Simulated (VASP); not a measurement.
A run of VASP 6.6.1:

Contents of INCAR:

```
PREC = Accurate ; ENCUT = 500
EDIFF = 1E-6 ; ISMEAR = 0
SIGMA = 0.05 ; LREAL = False
LASPH = True ; NELM = 120
ALGO = Normal ; ISIF = 2
LWAVE = False ; LCHARG = True
GGA = PE ; LELF = True
LVHAR = True ; NBANDS = 16
GGA_COMPAT = False
```

KPOINTS

```
regular mesh
0
Gamma
  10 10 10
```

POSCAR

```
AgBr
1.0
    0.0000000000      2.9024534536      2.9024534536
    2.9024534536      0.0000000000      2.9024534536
    2.9024534536      2.9024534536      0.0000000000
Ag Br
1 1
Direct
    0.5000000000      0.5000000000      0.5000000000
    0.0000000000      0.0000000000      0.0000000000
```

Potentials or basis: VASP PAW PBE potentials, release 64 (Ag, Br).

Command:

```bash
$ cat potpaw_PBE.64/Ag/POTCAR potpaw_PBE.64/Br/POTCAR > POTCAR
$ mpirun -np 1 vasp_std > vasp.out
```

Hardware: 1 thread of Intel(R) Xeon(R) 6975P-C (Granite Rapids), with other jobs on the host.

Q: Estimate the wall time of this run.

A: Run time: 15 s on 1 thread of Intel(R) Xeon(R) 6975P-C (Granite Rapids), with other jobs on the host, peak memory 0.19 GiB. Counts: scf iterations 12, k points 47.
